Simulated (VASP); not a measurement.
# Cu3Sn2 (Pm-3m) in VASP: a series of runs

Cu3Sn2 is run at these levels: PBE; tasks: single point.

Everything below comes from runs of VASP 6.6.1. Logs are shortened: lines on timing, memory, paths and dates and some standing lists are left out, and cuts for length are marked.

## (1) The cell of the first run

It takes space group Pm-3m (No. 221, cubic). Conventional cell: a = 4.850 Å, b = 4.850 Å, c = 4.850 Å, α = 90.00°, β = 90.00°, γ = 90.00°. Cu (site symmetry 4/mmm) has 2 Sn at 2.42 Å within 3.2 Å. Sn (site symmetry m-3m) has 6 Cu at 2.42 Å within 3.2 Å. Sn (site symmetry m-3m) has 12 Cu at 3.43 Å and 8 Sn at 4.20 Å within 4.5 Å.

The cell was generated, and may not be a known phase.

## (2) Single point, PBE

INCAR reads:

```
SYSTEM = Cu3Sn2
PREC = Accurate ; ENCUT = 520
EDIFF = 1E-6 ; ISMEAR = 0
SIGMA = 0.1 ; LREAL = .FALSE.
LASPH = .TRUE. ; NELM = 100
ALGO = Fast ; ISIF = 2
LWAVE = .FALSE. ; LCHARG = .FALSE.
GGA = PE ; NBANDS = 38
```

KPOINTS reads:

```
Automatic mesh
0
G
  8 8 8
  0 0 0
```

POSCAR reads:

```
Cu3Sn2
1.0
    4.8497378972      0.0000000000      0.0000000000
    0.0000000000      4.8497378972      0.0000000000
    0.0000000000      0.0000000000      4.8497378972
Cu Sn
3 2
Direct
    0.5000000000      0.0000000000      0.0000000000
    0.0000000000      0.5000000000      0.0000000000
    0.0000000000      0.0000000000      0.5000000000
    0.0000000000      0.0000000000      0.0000000000
    0.5000000000      0.5000000000      0.5000000000
```

Potentials or basis: VASP PAW PBE potentials, release 64 (Cu, Sn_d).

On the command line:

```console
cat potpaw_PBE.64/Cu/POTCAR potpaw_PBE.64/Sn_d/POTCAR > POTCAR
mpirun -np 1 vasp_std > vasp.out
```

OUTCAR:

```text
SYSTEM = Cu3Sn2
   PREC = Accurate
   ENCUT = 520
   EDIFF = 1E-6
   ISMEAR = 0
   LREAL = .FALSE.
   LASPH = .TRUE.
   NELM = 100
   ISIF = 2
   GGA = PE

 ion  position               nearest neighbor table
   1  0.500  0.000  0.000-   4 2.42   4 2.42
   2  0.000  0.500  0.000-   4 2.42   4 2.42
   3  0.000  0.000  0.500-   4 2.42   4 2.42
   4  0.000  0.000  0.000-   1 2.42   2 2.42   3 2.42   3 2.42   2 2.42   1 2.42
   5  0.500  0.500  0.500-

  LATTYP: Found a simple cubic cell.
 ALAT       =     4.8497378972

  Lattice vectors:

 A1 = (   4.8497378972,   0.0000000000,   0.0000000000)
 A2 = (   0.0000000000,   4.8497378972,   0.0000000000)
 A3 = (   0.0000000000,   0.0000000000,   4.8497378972)

Analysis of symmetry for initial positions (statically):
=====================================================================
 Subroutine PRICEL returns:
 Original cell was already a primitive cell.

 Routine SETGRP: Setting up the symmetry group for a
 simple cubic supercell.

 Subroutine GETGRP returns: Found 48 space group operations
 (whereof 48 operations were pure point group operations)
 out of a pool of 48 trial point group operations.

The static configuration has the point symmetry O_h .

Analysis of symmetry for dynamics (positions and initial velocities):
=====================================================================
 Subroutine PRICEL returns:
 Original cell was already a primitive cell.

 Routine SETGRP: Setting up the symmetry group for a
 simple cubic supercell.

 Subroutine GETGRP returns: Found 48 space group operations
 (whereof 48 operations were pure point group operations)
 out of a pool of 48 trial point group operations.

The dynamic configuration has the point symmetry O_h .

 Subroutine INISYM returns: Found 48 space group operations
 (whereof 48 operations are pure point group operations),
 and found     1 'primitive' translations

----------------------------------------------------------------------------------------

                                     Primitive cell

  volume of cell :     114.0656

  direct lattice vectors                    reciprocal lattice vectors
     4.849737897  0.000000000  0.000000000     0.206196710  0.000000000  0.000000000
     0.000000000  4.849737897  0.000000000     0.000000000  0.206196710  0.000000000
     0.000000000  0.000000000  4.849737897     0.000000000  0.000000000  0.206196710

  length of vectors
     4.849737897  4.849737897  4.849737897     0.206196710  0.206196710  0.206196710

  position of ions in fractional coordinates (direct lattice)
     0.500000000  0.000000000  0.000000000
     0.000000000  0.500000000  0.000000000
     0.000000000  0.000000000  0.500000000
     0.000000000  0.000000000  0.000000000
     0.500000000  0.500000000  0.500000000

  ion indices of the primitive-cell ions
   primitive index   ion index
                 1           1
                 2           2
                 3           3
                 4           4
                 5           5

----------------------------------------------------------------------------------------

 KPOINTS: Automatic mesh

Automatic generation of k-mesh.
 Grid dimensions read from file:
 generate k-points for:    8    8    8

 Generating k-lattice:

  Cartesian coordinates                     Fractional coordinates (reciprocal lattice)
     0.025774589  0.000000000  0.000000000     0.125000000  0.000000000  0.000000000
     0.000000000  0.025774589  0.000000000     0.000000000  0.125000000  0.000000000
     0.000000000  0.000000000  0.025774589     0.000000000  0.000000000  0.125000000

  Length of vectors
     0.025774589  0.025774589  0.025774589

  Shift w.r.t. Gamma in fractional coordinates (k-lattice)
     0.000000000  0.000000000  0.000000000

 Subroutine IBZKPT returns following result:
 ===========================================

 Found     35 irreducible k-points:

 Following reciprocal coordinates:
            Coordinates               Weight
  0.000000  0.000000  0.000000      1.000000
  0.125000  0.000000  0.000000      6.000000
  0.250000  0.000000  0.000000      6.000000
  0.375000  0.000000  0.000000      6.000000
  0.500000  0.000000  0.000000      3.000000
  0.125000  0.125000  0.000000     12.000000
[... 16 lines left out ...]
  0.375000  0.375000  0.125000     24.000000
  0.500000  0.375000  0.125000     24.000000
 [... further k-points ...]
   k-points           NKPTS =     35   k-points in BZ     NKDIM =     35   number of bands    NBANDS=     38
   number of dos      NEDOS =    301   number of ions     NIONS =      5
   total plane-waves  NPLWV =  46656
   dimension x,y,z NGX =    36 NGY =   36 NGZ =   36
   dimension x,y,z NGXF=    72 NGYF=   72 NGZF=   72
   ions per type =               3   2
   NGX,Y,Z   is equivalent  to a cutoff of  12.34, 12.34, 12.34 a.u.
   NGXF,Y,Z  is equivalent  to a cutoff of  24.68, 24.68, 24.68 a.u.
 SYSTEM =  Cu3Sn2
   PREC   = accura    normal or accurate (medium, high low for compatibility)
   ISTART =      0    job   : 0-new  1-cont  2-samecut
   ICHARG =      2    charge: 1-file 2-atom 10-const
   ISPIN  =      1    spin polarized calculation?
   LNONCOLLINEAR =      F non collinear calculations
   LSORBIT =      F    spin-orbit coupling
   LASPH  =      T    aspherical Exc in radial PAW
   ENCUT  =  520.0 eV  38.22 Ry    6.18 a.u.   9.02  9.02  9.02*2*pi/ulx,y,z
   NELM   =    100;   NELMIN=  2; NELMDL= -5     # of ELM steps
   EDIFF  = 0.1E-05   stopping-criterion for ELM
   LREAL  =      F    real-space projection
   EDIFFG = 0.1E-04   stopping-criterion for IOM
   NSW    =      0    number of steps for IOM
   IBRION =     -1    ionic relax: 0-MD 1-quasi-New 2-CG
   NFREE  =      0    steps in history (QN), initial steepest desc. (CG)
   ISIF   =      2    stress and relaxation
   ISYM   =      2    0-nonsym 1-usesym 2-fastsym
   POTIM  = 0.5000    time-step for ionic-motion
   TEBEG  =    0.0;   TEEND  =   0.0 temperature during run
   PSTRESS=    0.0 pullay stress
   NELECT =      61.0000    total number of electrons
   NUPDOWN=      -1.0000    fix difference up-down
   EMIN   =  10.00;   EMAX   =-10.00  energy-range for DOS
   EFERMI =   0.00;   METHOD = LEGACY
   ISMEAR =     0;   SIGMA  =   0.10  broadening in eV -4-tet -1-fermi 0-gaus
   EFERMI_NEDOS =   21; number of points for ismear=-14 and -15
   IALGO  =     68    algorithm
   IMIX   =      4    mixing-type and parameters
     AMIX     =   0.40;   BMIX     =  1.00
     AMIX_MAG =   1.60;   BMIX_MAG =  1.00
  volume/ion in A,a.u.               =      22.81       153.95
  Fermi-wavevector in a.u.,A,eV,Ry     =   1.328821  2.511108 24.024698  1.765765
  Thomas-Fermi vector in A             =   2.458030
   LORBIT       =      0    0 simple, 1 ext, 2 COOP (PROOUT), +10 PAW based schemes
   GGA     = PE    functional components
   LHFCALC =     F    Hartree Fock is set to
   AEXX    =    0.0000 exact exchange contribution
   IVDW    =     0    specifies the selected vdW correction
   LEPSILON=     F    determine dielectric tensor
   LRPA    =     F    only Hartree local field effects (RPA)
 non-spin polarized calculation
 RMM-DIIS sequential band-by-band and
 Gauss-broadening in eV      SIGMA  =   0.10
  energy-cutoff  :      520.00
  volume of cell :      114.07
 maximum number of plane-waves:      3112
   NGX = 19   NGY = 19   NGZ = 19

 number of electron      61.0000011 magnetization

 Free energy of the ion-electron system (eV)
  ---------------------------------------------------
  ext. energy  EPLUGINS =         0.00000000
  ---------------------------------------------------
  free energy    TOTEN  =       -15.77253002 eV

  energy without entropy =      -15.76111592  energy(sigma->0) =      -15.76682297

 E-fermi :   5.5566     XC(G=0): -10.0013

 val. band max:        5.5227348776   @ k =   0.3750   0.3750   0.2500
 cond. band min:       5.5842665763   @ k =   0.5000   0.0000   0.0000
 fundamental gap:      0.0615316987
 Fermi energy:         5.5566321188

 k-point     1 :       0.0000    0.0000    0.0000
  band No.  band energies     occupation
      1     -16.4708      2.00000
      2     -16.4708      2.00000
      3     -16.4680      2.00000
      4     -16.4680      2.00000
      5     -16.4680      2.00000
      6     -15.8863      2.00000
[... 30 lines left out ...]
     37      11.2915      0.00000
     38      11.2915      0.00000

 k-point     2 :       0.1250    0.0000    0.0000
  band No.  band energies     occupation
      1     -16.4707      2.00000
      2     -16.4704      2.00000
      3     -16.4680      2.00000
      4     -16.4680      2.00000
      5     -16.4679      2.00000
      6     -15.8863      2.00000
[... 30 lines left out ...]
     37      10.6645      0.00000
     38      10.9627      0.00000

 k-point     3 :       0.2500    0.0000    0.0000
  band No.  band energies     occupation
      1     -16.4706      2.00000
      2     -16.4694      2.00000
      3     -16.4682      2.00000
      4     -16.4682      2.00000
      5     -16.4679      2.00000
      6     -15.8863      2.00000
[... 30 lines left out ...]
     37      10.7038      0.00000
     38      10.7039      0.00000

 k-point     4 :       0.3750    0.0000    0.0000
  band No.  band energies     occupation
      1     -16.4706      2.00000
      2     -16.4684      2.00000
      3     -16.4684      2.00000
      4     -16.4684      2.00000
      5     -16.4678      2.00000
      6     -15.8862      2.00000
[... 30 lines left out ...]
     37      10.9099      0.00000
     38      10.9099      0.00000
[... 703 lines left out ...]
      4     -16.4683      2.00000
      5     -16.4674      2.00000
      6     -15.8736      2.00000
[... 30 lines left out ...]
     37      10.3852      0.00000
     38      11.1938      0.00000

 k-point    23 :       0.3750    0.3750    0.1250
  band No.  band energies     occupation
      1     -16.4692      2.00000
      2     -16.4690      2.00000
      3     -16.4686      2.00000
      4     -16.4685      2.00000
      5     -16.4672      2.00000
      6     -15.8702      2.00000
[... 30 lines left out ...]
     37      10.5258      0.00000
     38      11.4295      0.00000

 k-point    24 :       0.5000    0.3750    0.1250
  band No.  band energies     occupation
      1     -16.4693      2.00000
      2     -16.4690      2.00000
      3     -16.4687      2.00000
      4     -16.4686      2.00000
      5     -16.4668      2.00000
      6     -15.8693      2.00000
[... 30 lines left out ...]
     37      10.2656      0.00000
     38      11.6176      0.00000

 [... further k-points ...]

------------------------ aborting loop because EDIFF is reached ----------------------------------------

  FORCE on cell =-STRESS in cart. coord.  units (eV):
  Direction    XX          YY          ZZ          XY          YZ          ZX
  --------------------------------------------------------------------------------------
  -------------------------------------------------------------------------------------
  Total       -0.0158976     -0.0158976     -0.0158976      0.0000000     -0.0000000      0.0000000
  in kB       -0.2232990     -0.2232990     -0.2232990      0.0000000     -0.0000000      0.0000000
  external PRESSURE =      -0.2232990 kB  Pullay stress =       0.0000000 kB

 VOLUME and BASIS-vectors are now :
 -----------------------------------------------------------------------------
  energy-cutoff  :      520.00
  volume of cell :      114.07
      direct lattice vectors                 reciprocal lattice vectors
     4.849737897  0.000000000  0.000000000     0.206196710  0.000000000  0.000000000
     0.000000000  4.849737897  0.000000000     0.000000000  0.206196710  0.000000000
     0.000000000  0.000000000  4.849737897     0.000000000  0.000000000  0.206196710

 POSITION                                       TOTAL-FORCE (eV/Angst)
 -----------------------------------------------------------------------------------
      2.42487      0.00000      0.00000         0.000000      0.000000      0.000000
      0.00000      2.42487      0.00000         0.000000      0.000000      0.000000
      0.00000      0.00000      2.42487         0.000000      0.000000      0.000000
      0.00000      0.00000      0.00000         0.000000      0.000000      0.000000
      2.42487      2.42487      2.42487         0.000000      0.000000      0.000000
 -----------------------------------------------------------------------------------
    total drift:                                0.000000      0.000000     -0.000000

  FREE ENERGIE OF THE ION-ELECTRON SYSTEM (eV)
  ---------------------------------------------------
  free  energy   TOTEN  =       -15.7725300175 eV

  energy  without entropy=      -15.7611159171  energy(sigma->0) =      -15.76682297
```

Wall time 85 s (1 thread of Intel Xeon 6975P-C (Granite Rapids), shared host); peak memory 0.28 GiB.

Results:

- Free energy: -15.7725 eV
- Pressure: 0.0 GPa
- Band gap on the k mesh: zero (an odd number of electrons rules out a gap without spin polarisation)

Caveat: spin-orbit coupling is left out, which moves the levels of the heavy elements.

(Continued in part 2 of 2.)

The gap in the log of VASP goes by the Fermi energy; the results here count the filled bands.